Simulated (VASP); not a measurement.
Here is a VASP 6.6.1 calculation.

Contents of INCAR:

```
PREC     = Accurate       # precision mode
ENCUT    = 750            # plane-wave cutoff, eV
EDIFF    = 1E-7           # SCF threshold, eV
ISMEAR   = 0              # smearing method
SIGMA    = 0.02           # smearing width, eV
LREAL    = F              # projectors in reciprocal space
LASPH    = T              # aspherical terms in the spheres
NELM     = 120            # most SCF steps
ALGO     = Normal         # electronic algorithm
ISIF     = 3              # what is computed and relaxed
LWAVE    = F              # write WAVECAR
LCHARG   = F              # write CHGCAR
GGA      = PE             # functional
IBRION   = 2              # ionic algorithm
NSW      = 100            # ionic steps
EDIFFG   = -0.005         # ionic threshold
GGA_COMPAT= F            
NELMIN   = 4
```

Contents of KPOINTS:

```
Automatic mesh
0
Gamma
  8 8 8
```

File POSCAR:

```
Li2Se
1.0
    0.0000000000      3.0025000000      3.0025000000
    3.0025000000      0.0000000000      3.0025000000
    3.0025000000      3.0025000000      0.0000000000
Li Se
2 1
Direct
    0.2500000000      0.2500000000      0.2500000000
    0.7500000000      0.7500000000      0.7500000000
    0.0000000000      0.0000000000      0.0000000000
```

Potentials or basis: VASP PAW PBE potentials, release 64 (Li_sv, Se).

Launch:

```console
$ cat potpaw_PBE.64/Li_sv/POTCAR potpaw_PBE.64/Se/POTCAR > POTCAR
$ mpirun -np 1 vasp_std > vasp.out
```

Q: Estimate the band gap on the k mesh.

A: 2.98 eV (least direct gap 3.38 eV).

Final structure:
```
CELL_PARAMETERS angstrom
0.00000 3.00250 3.00250
3.00250 0.00000 3.00250
3.00250 3.00250 0.00000
ATOMIC_POSITIONS crystal
Li 0.25000 0.25000 0.25000
Li 0.75000 0.75000 0.75000
Se 0.00000 0.00000 0.00000
```

Caveat: the relaxation stopped at its first step, so nothing moved. A k mesh can miss the band edges.
